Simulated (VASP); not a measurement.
# AlN (P6_3mc) in VASP: single point with LDA

Aim: the single point of AlN with LDA.

All numbers are computed with VASP 6.6.1; they aren't measurements. Logs are shortened: lines on timing, memory, paths and dates and some standing lists are left out, and cuts for length are marked.

## 1. The cell of the first run

Symmetry: P6_3mc, No. 186, hexagonal system. The conventional cell has a = 3.151 Å, b = 3.151 Å, c = 4.879 Å, α = 90.00°, β = 90.00°, γ = 120.00°. Within 2.5 Å of Al (site symmetry 3m) lie 4 N at 1.89 to 1.90 Å. Within 2.5 Å of N (site symmetry 3m) lie 4 Al at 1.89 to 1.90 Å.

## 2. Single point, LDA (film at in-plane strain +0.02)

The input, INCAR:

```
SYSTEM = AlN
PREC = Accurate
ENCUT = 520
EDIFF = 1E-6
ISMEAR = 0
SIGMA = 0.01
LREAL = .FALSE.
LASPH = .TRUE.
NELM = 80
ALGO = Normal
ISIF = 2
LWAVE = .FALSE.
LCHARG = .FALSE.
GGA = CA
NBANDS = 16
```

The input, KPOINTS:

```
regular mesh
0
G
  8 8 4
  0 0 0
```

The input, POSCAR:

```
AlN
1.0
    3.1505454529      0.0000000000      0.0000000000
   -1.5752727264      2.7284523980      0.0000000000
    0.0000000000      0.0000000000      4.8788102825
Al N
2 2
Direct
    0.3333333333      0.6666666667     -0.0040885541
    0.6666666667      0.3333333333      0.4959114459
    0.3333333333      0.6666666667      0.3840885541
    0.6666666667      0.3333333333      0.8840885541
```

Potentials or basis: VASP PAW LDA potentials, release 64 (Al, N).

Command:

```
cat potpaw_LDA.64/Al/POTCAR potpaw_LDA.64/N/POTCAR > POTCAR
mpirun -np 1 vasp_std > vasp.out
```

OUTCAR:

```text
SYSTEM = AlN
   PREC = Accurate
   ENCUT = 520
   EDIFF = 1E-6
   ISMEAR = 0
   LREAL = .FALSE.
   LASPH = .TRUE.
   NELM = 80
   ISIF = 2
   GGA = CA

 ion  position               nearest neighbor table
   1  0.333  0.667  0.996-   3 1.89   4 1.90   4 1.90   4 1.90   2 3.04   2 3.04   2 3.04   2 3.04
                             2 3.04   2 3.04
   2  0.667  0.333  0.496-   4 1.89   3 1.90   3 1.90   3 1.90   1 3.04   1 3.04   1 3.04   1 3.04
                             1 3.04   1 3.04
   3  0.333  0.667  0.384-   1 1.89   2 1.90   2 1.90   2 1.90
   4  0.667  0.333  0.884-   2 1.89   1 1.90   1 1.90   1 1.90

  LATTYP: Found a hexagonal cell.
 ALAT       =     3.1505454529
 C/A-ratio  =     1.5485605129

  Lattice vectors:

 A1 = (   3.1505454529,   0.0000000000,   0.0000000000)
 A2 = (  -1.5752727264,   2.7284523980,   0.0000000000)
 A3 = (   0.0000000000,   0.0000000000,   4.8788102825)

Analysis of symmetry for initial positions (statically):
=====================================================================
 Subroutine PRICEL returns:
 Original cell was already a primitive cell.

 Routine SETGRP: Setting up the symmetry group for a
 hexagonal supercell.

 Subroutine GETGRP returns: Found 12 space group operations
 (whereof  6 operations were pure point group operations)
 out of a pool of 24 trial point group operations.

The static configuration has the point symmetry C_3v.
 The point group associated with its full space group is C_6v.

Analysis of symmetry for dynamics (positions and initial velocities):
=====================================================================
 Subroutine PRICEL returns:
 Original cell was already a primitive cell.

 Routine SETGRP: Setting up the symmetry group for a
 hexagonal supercell.

 Subroutine GETGRP returns: Found 12 space group operations
 (whereof  6 operations were pure point group operations)
 out of a pool of 24 trial point group operations.

The dynamic configuration has the point symmetry C_3v.
 The point group associated with its full space group is C_6v.

 Subroutine INISYM returns: Found 12 space group operations
 (whereof  6 operations are pure point group operations),
 and found     1 'primitive' translations

----------------------------------------------------------------------------------------

                                     Primitive cell

  volume of cell :      41.9388

  direct lattice vectors                    reciprocal lattice vectors
     3.150545453  0.000000000  0.000000000     0.317405356  0.183254068  0.000000000
    -1.575272726  2.728452398  0.000000000     0.000000000  0.366508135  0.000000000
     0.000000000  0.000000000  4.878810282     0.000000000  0.000000000  0.204968003

  length of vectors
     3.150545453  3.150545453  4.878810282     0.366508135  0.366508135  0.204968003

  position of ions in fractional coordinates (direct lattice)
     0.333333333  0.666666667  0.995911446
     0.666666667  0.333333333  0.495911446
     0.333333333  0.666666667  0.384088554
     0.666666667  0.333333333  0.884088554

  ion indices of the primitive-cell ions
   primitive index   ion index
                 1           1
                 2           2
                 3           3
                 4           4

----------------------------------------------------------------------------------------

 KPOINTS: regular mesh

Automatic generation of k-mesh.
 Grid dimensions read from file:
 generate k-points for:    8    8    4

 Generating k-lattice:

  Cartesian coordinates                     Fractional coordinates (reciprocal lattice)
     0.039675669  0.022906758  0.000000000     0.125000000  0.000000000  0.000000000
     0.000000000  0.045813517  0.000000000     0.000000000  0.125000000  0.000000000
     0.000000000  0.000000000  0.051242001     0.000000000  0.000000000  0.250000000

  Length of vectors
     0.045813517  0.045813517  0.051242001

  Shift w.r.t. Gamma in fractional coordinates (k-lattice)
     0.000000000  0.000000000  0.000000000

 Subroutine IBZKPT returns following result:
 ===========================================

 Found     30 irreducible k-points:

 Following reciprocal coordinates:
            Coordinates               Weight
  0.000000  0.000000  0.000000      1.000000
  0.125000 -0.000000  0.000000      6.000000
  0.250000 -0.000000  0.000000      6.000000
  0.375000 -0.000000  0.000000      6.000000
  0.500000 -0.000000  0.000000      3.000000
  0.125000  0.125000  0.000000      6.000000
[... 16 lines left out ...]
  0.250000 -0.000000  0.500000      6.000000
  0.375000 -0.000000  0.500000      6.000000
 [... further k-points ...]
   k-points           NKPTS =     30   k-points in BZ     NKDIM =     30   number of bands    NBANDS=     16
   number of dos      NEDOS =    301   number of ions     NIONS =      4
   total plane-waves  NPLWV =  20736
   dimension x,y,z NGX =    24 NGY =   24 NGZ =   36
   dimension x,y,z NGXF=    48 NGYF=   48 NGZF=   72
   ions per type =               2   2
   NGX,Y,Z   is equivalent  to a cutoff of  12.66, 12.66, 12.27 a.u.
   NGXF,Y,Z  is equivalent  to a cutoff of  25.33, 25.33, 24.53 a.u.
 SYSTEM =  AlN
   PREC   = accura    normal or accurate (medium, high low for compatibility)
   ISTART =      0    job   : 0-new  1-cont  2-samecut
   ICHARG =      2    charge: 1-file 2-atom 10-const
   ISPIN  =      1    spin polarized calculation?
   LNONCOLLINEAR =      F non collinear calculations
   LSORBIT =      F    spin-orbit coupling
   LASPH  =      T    aspherical Exc in radial PAW
   ENCUT  =  520.0 eV  38.22 Ry    6.18 a.u.   5.86  5.86  9.07*2*pi/ulx,y,z
   NELM   =     80;   NELMIN=  2; NELMDL= -5     # of ELM steps
   EDIFF  = 0.1E-05   stopping-criterion for ELM
   LREAL  =      F    real-space projection
   EDIFFG = 0.1E-04   stopping-criterion for IOM
   NSW    =      0    number of steps for IOM
   IBRION =     -1    ionic relax: 0-MD 1-quasi-New 2-CG
   NFREE  =      0    steps in history (QN), initial steepest desc. (CG)
   ISIF   =      2    stress and relaxation
   ISYM   =      2    0-nonsym 1-usesym 2-fastsym
   POTIM  = 0.5000    time-step for ionic-motion
   TEBEG  =    0.0;   TEEND  =   0.0 temperature during run
   PSTRESS=    0.0 pullay stress
   NELECT =      16.0000    total number of electrons
   NUPDOWN=      -1.0000    fix difference up-down
   EMIN   =  10.00;   EMAX   =-10.00  energy-range for DOS
   EFERMI =   0.00;   METHOD = LEGACY
   ISMEAR =     0;   SIGMA  =   0.01  broadening in eV -4-tet -1-fermi 0-gaus
   EFERMI_NEDOS =   21; number of points for ismear=-14 and -15
   IALGO  =     38    algorithm
   IMIX   =      4    mixing-type and parameters
     AMIX     =   0.40;   BMIX     =  1.00
     AMIX_MAG =   1.60;   BMIX_MAG =  1.00
  volume/ion in A,a.u.               =      10.48        70.75
  Fermi-wavevector in a.u.,A,eV,Ry     =   1.187343  2.243753 19.181262  1.409783
  Thomas-Fermi vector in A             =   2.323496
   LORBIT       =      0    0 simple, 1 ext, 2 COOP (PROOUT), +10 PAW based schemes
   GGA     = CA    functional components
   LHFCALC =     F    Hartree Fock is set to
   AEXX    =    0.0000 exact exchange contribution
   IVDW    =     0    specifies the selected vdW correction
   LEPSILON=     F    determine dielectric tensor
   LRPA    =     F    only Hartree local field effects (RPA)
 non-spin polarized calculation
 Gauss-broadening in eV      SIGMA  =   0.01
  energy-cutoff  :      520.00
  volume of cell :       41.94
 maximum number of plane-waves:      1146
 NGX is ok and might be reduce to    24
   NGX = 11   NGY = 11   NGZ = 19

 number of electron      16.0000001 magnetization

 Free energy of the ion-electron system (eV)
  ---------------------------------------------------
  ext. energy  EPLUGINS =         0.00000000
  ---------------------------------------------------
  free energy    TOTEN  =       -32.79994579 eV

  energy without entropy =      -32.79994579  energy(sigma->0) =      -32.79994579

 E-fermi :   6.1190     XC(G=0): -11.2273

 val. band max:        6.0569739595   @ k =   0.0000   0.0000   0.0000
 cond. band min:      10.0602381787   @ k =   0.0000   0.0000   0.0000
 fundamental gap:      4.0032642192
 Fermi energy:         6.1190405392

 k-point     1 :       0.0000    0.0000    0.0000
  band No.  band energies     occupation
      1      -9.1545      2.00000
      2      -6.8003      2.00000
      3      -0.0526      2.00000
      4       4.8177      2.00000
      5       4.8177      2.00000
      6       5.5713      2.00000
[... 8 lines left out ...]
     15      18.5369      0.00000
     16      19.3950      0.00000

 k-point     2 :       0.1250   -0.0000    0.0000
  band No.  band energies     occupation
      1      -8.9590      2.00000
      2      -6.6999      2.00000
      3       0.1758      2.00000
      4       3.9723      2.00000
      5       4.5738      2.00000
      6       4.7815      2.00000
[... 8 lines left out ...]
     15      18.3874      0.00000
     16      18.5828      0.00000

 k-point     3 :       0.2500   -0.0000    0.0000
  band No.  band energies     occupation
      1      -8.4114      2.00000
      2      -6.4705      2.00000
      3       0.8330      2.00000
      4       2.3041      2.00000
      5       3.4066      2.00000
      6       4.1088      2.00000
[... 8 lines left out ...]
     15      17.8760      0.00000
     16      18.5979      0.00000

 k-point     4 :       0.3750   -0.0000    0.0000
  band No.  band energies     occupation
      1      -7.6631      2.00000
      2      -6.3344      2.00000
      3       0.9163      2.00000
      4       1.7972      2.00000
      5       2.2475      2.00000
      6       3.7320      2.00000
[... 8 lines left out ...]
     15      17.9635      0.00000
     16      20.2265      0.00000

 k-point     5 :       0.5000   -0.0000    0.0000
  band No.  band energies     occupation
      1      -7.1800      2.00000
      2      -6.4142      2.00000
      3       0.3943      2.00000
      4       1.7687      2.00000
      5       2.5158      2.00000
      6       3.5921      2.00000
[... 8 lines left out ...]
     15      18.3897      0.00000
     16      20.9239      0.00000

 k-point     6 :       0.1250    0.1250    0.0000
  band No.  band energies     occupation
      1      -8.5864      2.00000
      2      -6.5335      2.00000
      3       0.6195      2.00000
      4       3.0679      2.00000
      5       3.2998      2.00000
      6       4.5021      2.00000
[... 8 lines left out ...]
     15      18.0295      0.00000
     16      18.7397      0.00000
[... 267 lines left out ...]
 k-point    21 :       0.0000    0.0000    0.5000
  band No.  band energies     occupation
      1      -8.1952      2.00000
      2      -8.1952      2.00000
      3       2.7109      2.00000
      4       2.7109      2.00000
      5       5.1824      2.00000
      6       5.1824      2.00000
[... 8 lines left out ...]
     15      16.7798      0.00000
     16      16.7798      0.00000

 k-point    22 :       0.1250   -0.0000    0.5000
  band No.  band energies     occupation
      1      -8.0269      2.00000
      2      -8.0269      2.00000
      3       2.5693      2.00000
      4       2.5693      2.00000
      5       4.7482      2.00000
      6       4.7482      2.00000
[... 8 lines left out ...]
     15      17.3515      0.00000
     16      17.3515      0.00000

 k-point    23 :       0.2500   -0.0000    0.5000
  band No.  band energies     occupation
      1      -7.5746      2.00000
      2      -7.5746      2.00000
      3       1.8025      2.00000
      4       1.8025      2.00000
      5       4.3788      2.00000
      6       4.3788      2.00000
[... 8 lines left out ...]
     15      18.2152      0.00000
     16      18.2152      0.00000

 k-point    24 :       0.3750   -0.0000    0.5000
  band No.  band energies     occupation
      1      -7.0286      2.00000
      2      -7.0286      2.00000
      3       0.6971      2.00000
      4       0.6971      2.00000
      5       4.3983      2.00000
      6       4.3983      2.00000
[... 8 lines left out ...]
     15      18.7962      0.00000
     16      18.7962      0.00000

 [... further k-points ...]

------------------------ aborting loop because EDIFF is reached ----------------------------------------

  FORCE on cell =-STRESS in cart. coord.  units (eV):
  Direction    XX          YY          ZZ          XY          YZ          ZX
  --------------------------------------------------------------------------------------
  -------------------------------------------------------------------------------------
  Total       -2.1415738     -2.1415738      0.1578761     -0.0000000      0.0000000      0.0000000
  in kB      -81.8139893    -81.8139893      6.0313011     -0.0000000      0.0000000      0.0000000
  external PRESSURE =     -52.5322258 kB  Pullay stress =       0.0000000 kB

 VOLUME and BASIS-vectors are now :
 -----------------------------------------------------------------------------
  energy-cutoff  :      520.00
  volume of cell :       41.94
      direct lattice vectors                 reciprocal lattice vectors
     3.150545453  0.000000000  0.000000000     0.317405356  0.183254068  0.000000000
    -1.575272726  2.728452398  0.000000000     0.000000000  0.366508135  0.000000000
     0.000000000  0.000000000  4.878810282     0.000000000  0.000000000  0.204968003

 POSITION                                       TOTAL-FORCE (eV/Angst)
 -----------------------------------------------------------------------------------
     -0.00000      1.81897      4.85886         0.000000      0.000000     -0.007165
      1.57527      0.90948      2.41946        -0.000000      0.000000     -0.007165
     -0.00000      1.81897      1.87390        -0.000000      0.000000      0.007165
      1.57527      0.90948      4.31330         0.000000      0.000000      0.007165
 -----------------------------------------------------------------------------------
    total drift:                               -0.000000      0.000000      0.000997

  FREE ENERGIE OF THE ION-ELECTRON SYSTEM (eV)
  ---------------------------------------------------
  free  energy   TOTEN  =       -32.7999457852 eV

  energy  without entropy=      -32.7999457852  energy(sigma->0) =      -32.79994579
```

It took 17 s on 1 thread of Intel Xeon 8259CL, shared host; peak memory 0.14 GiB.

Results:

```
Free energy            : -32.7999 eV
Pressure               : -5.3 GPa
Largest force          : 0.007 eV/Å
Band gap on the k mesh : 4.00 eV
```

Forces in eV/Å, atoms in the order of the input:
```
Al   0.000  0.000 -0.007
Al   0.000  0.000 -0.007
N    0.000  0.000  0.007
N    0.000  0.000  0.007
```

Levels at points of the mesh, in eV from the valence-band top:
| k point | band 6 | band 7 | band 8 | band 9 | band 10 | band 11 |
| --- | --- | --- | --- | --- | --- | --- |
| (0.00, 0.00, 0.00) | -0.49 | -0.49 | 0.00 | 4.00 | 6.01 | 10.40 |
| (0.50, 0.00, 0.00) | -2.46 | -1.94 | -0.90 | 5.28 | 5.73 | 7.82 |
| (0.00, 0.00, 0.50) | -0.87 | -0.87 | -0.87 | 6.08 | 6.08 | 10.05 |
| (0.50, 0.00, 0.50) | -1.77 | -1.44 | -1.44 | 5.08 | 5.08 | 8.87 |

Caveat: the cell differs from its parent crystal (film at in-plane strain +0.02); the cell stands under tension.
